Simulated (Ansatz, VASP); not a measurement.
# GaO: VASP beside Ansatz

```
Ga O
1.0
     5.74775    0.00000    0.00000
     0.00000    5.74775    0.00000
     0.00000    0.00000    3.43759
Ga O
4 4
Direct
  0.18452 0.18452 0.50000
  0.81548 0.81548 0.50000
  0.68452 0.31548 0.00000
  0.31548 0.68452 0.00000
  0.82298 0.17702 0.50000
  0.17702 0.82298 0.50000
  0.67702 0.67702 0.00000
  0.32298 0.32298 0.00000
```

Alike in both runs: functional PBEsol; k mesh 6 × 6 × 10; occupations gaussian, width 0.1 eV; no spin polarisation.

Ansatz relaxed the structure, and its values are those at the end. VASP's run is a single point on that final structure, the one shown.

```csv
,VASP,Ansatz
version,VASP 6.6.1,Ansatz 0.2.0
potentials or method,"VASP PAW PBE potentials, release 64 (Ga_d, O), cutoff 520 eV","scalar-relativistic, plane waves, PAW"
valence electrons in the cell,76,76
```

```csv
,VASP,Ansatz,Ansatz less VASP
gap on the k mesh at the Fermi level (eV),none,none,-
pressure (GPa),0.4,0.0,-0.33
rms of the force components (eV/Å),0.010,0.004,-0.0059
```

VASP's potentials were made for PBE, not for PBEsol. A gap of «none» marks a metal or a gap that the smearing closes.
